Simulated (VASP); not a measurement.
Here is a VASP 6.6.1 calculation.

POSCAR

```
AgI
1.0
    4.6508717568      0.0000000000      0.0000000000
   -2.3254358784      4.0277730911      0.0000000000
    0.0000000000      0.0000000000      7.6372931925
Ag I
2 2
Direct
    0.3333333333      0.6666666667      0.0006839999
    0.6666666667      0.3333333333      0.5006839999
    0.3333333333      0.6666666667      0.3743160001
    0.6666666667      0.3333333333      0.8743160001
```

File INCAR.step1:

```
ALGO = Normal
EDIFF = 1E-5
ENCUT = 400
GGA = PE
GGA_COMPAT = F
ISIF = 2
ISMEAR = 0
KPAR = 4
LASPH = T
LCHARG = F
LREAL = F
LWAVE = T
NBANDS = 26
NELM = 120
PREC = Accurate
SIGMA = 0.01
```

INCAR.step2

```
ALGO = Normal
EDIFF = 1E-6
ENCUT = 400
GGA = PE
GGA_COMPAT = F
HFSCREEN = 0.2079
ISIF = 2
ISMEAR = 0
ISTART = 1
KPAR = 4
LASPH = T
LCHARG = F
LHFCALC = T
LREAL = F
LWAVE = F
NBANDS = 26
NELM = 120
PREC = Accurate
PRECFOCK = Normal
SIGMA = 0.01
```

Contents of KPOINTS:

```
k-points
0
Gamma
  6 6 2
```

Potentials or basis: VASP PAW PBE potentials, release 64 (Ag, I).

Command:

```sh
$ cat potpaw_PBE.64/Ag/POTCAR potpaw_PBE.64/I/POTCAR > POTCAR
$ cp INCAR.step1 INCAR
$ mpirun -np 4 vasp_std > vasp.out
$ cp INCAR.step2 INCAR
$ mpirun -np 4 vasp_std > vasp.out
```

(1) Estimate the pressure.

(2) What does it give for the band gap on the k mesh?

## Answers

(1) 0.1 GPa.

(2) 2.50 eV, direct.

Caveat: the cell differs from its parent crystal (uniaxial z strain +0.5%); the PAW data sets were made with another functional, which shifts forces and pressure a little; spin-orbit coupling is left out, which moves the levels of the heavy elements.
